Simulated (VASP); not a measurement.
LiCl, 2 atoms in the cell. The structure is cubic, space group Fm-3m (No. 225). The conventional cell has a = 5.196 Å, b = 5.196 Å, c = 5.196 Å, α = 90.00°, β = 90.00°, γ = 90.00°. Within 3.4 Å of Li (site symmetry m-3m) lie 6 Cl at 2.60 Å. Within 3.4 Å of Cl (site symmetry m-3m) lie 6 Li at 2.60 Å. 

```yaml
Program: VASP 6.6.1
Task: single point
Functional: PBE
Potentials_or_basis: VASP PAW PBE potentials, release 64 (Li_sv, Cl)
Cutoff: 750 eV
k_mesh: 6 × 6 × 6
Occupations: gaussian, width 0.01 eV
Spin: no spin polarisation
Dipole_correction: no
Further_INCAR_settings: ALGO = Normal; EDIFF = 1e-06; NBANDS = 12
```

Potentials or basis: VASP PAW PBE potentials, release 64 (Li_sv, Cl).

The run is started by

```bash
$ cat potpaw_PBE.64/Li_sv/POTCAR potpaw_PBE.64/Cl/POTCAR > POTCAR
$ mpirun -np 1 vasp_std > vasp.out
```

Hardware: 1 thread of Intel(R) Xeon(R) 6975P-C (Granite Rapids) (shared host).

Question: Estimate the wall time of this run.

Answer: Wall time 5.7 s on 1 thread of Intel(R) Xeon(R) 6975P-C (Granite Rapids), on a shared host, peak memory 0.19 GiB. Counts: scf iterations 12, k points 16.
